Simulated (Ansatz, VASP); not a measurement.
**Hf: VASP beside Ansatz**

POSCAR

```
Hf
1.0
   -1.8050000000      1.8050000000      1.8050000000
    1.8050000000     -1.8050000000      1.8050000000
    1.8050000000      1.8050000000     -1.8050000000
Hf
1
Direct
    0.0000000000      0.0000000000      0.0000000000
```

File INCAR.step1:

```
SYSTEM = Hf
PREC = Accurate ; ENCUT = 520
EDIFF = 1E-5 ; ISMEAR = -1
SIGMA = 0.05 ; LREAL = .FALSE.
LASPH = .TRUE. ; NELM = 150
ALGO = Normal ; ISIF = 2
LWAVE = .TRUE. ; LCHARG = .FALSE.
LNONCOLLINEAR = .TRUE. ; MAGMOM = 0 0 0
LORBIT = 11 ; LSORBIT = .TRUE.
GGA_COMPAT = .FALSE. ; LORBMOM = .TRUE.
LMAXMIX = 4 ; NBANDS = 21
GGA = PE
```

File INCAR.step2:

```
SYSTEM = Hf
PREC = Accurate ; ENCUT = 520
EDIFF = 1E-7 ; ISMEAR = -1
SIGMA = 0.05 ; LREAL = .FALSE.
LASPH = .TRUE. ; NELM = 150
ALGO = Normal ; ISIF = 2
LWAVE = .FALSE. ; LCHARG = .FALSE.
LNONCOLLINEAR = .TRUE. ; MAGMOM = 0 0 0
LORBIT = 11 ; LSORBIT = .TRUE.
GGA_COMPAT = .FALSE. ; LORBMOM = .TRUE.
LMAXMIX = 4 ; GGA = PE
LHFCALC = .TRUE. ; HFSCREEN = 0.2079
PRECFOCK = Normal ; NBANDS = 21
ISTART = 1
```

KPOINTS

```
Automatic mesh
0
G
  4 4 4
  0 0 0
```

input

```
crystal:
  lattice:
    - [-1.805, 1.805, 1.805]
    - [1.805, -1.805, 1.805]
    - [1.805, 1.805, -1.805]
  atoms:
    - { symbol: Hf, position: [0.0, 0.0, 0.0] }
hamiltonian:
  xc: hse06
  pseudopotentials: { kind: paw_fr }
magnetization:
  noncollinear: true
  spin_orbit: true
kpoints:
  mp_grid: { grid: [4, 4, 4] }
scf:
  occupations: { method: fermi_dirac, width: 0.05 }
output:
  forces: true
  stress: true
  eigenvalues: true
```

Alike in both runs: task single point; functional HSE06; k mesh 4 × 4 × 4; occupations fermi-dirac, width 0.05 eV; non-collinear spin, spin-orbit coupling.

|  | VASP | Ansatz |
| --- | --- | --- |
| version | VASP 6.6.1 | Ansatz 0.2.0 |
| potentials or method | VASP PAW PBE potentials, release 64 (Hf_pv) | Ansatz PAW |
| plane-wave cutoff (eV) | 520 | 420 |
| valence electrons in the cell | 10 | 26 |

Ansatz gave:

* pressure (GPa): -4.3
* net moment per atom (μB): 0.00

Q: Which values does VASP return?

A: Pressure (GPa): -7.6; net moment per atom (μB): 0.18.

The net moments are unlike, so the other rows may belong to different states. VASP's potentials hold 10 valence electrons a cell and Ansatz's 26, so a difference there can come from the potentials and not from the codes.

The k mesh is coarse, so the values compare programs but aren't converged.
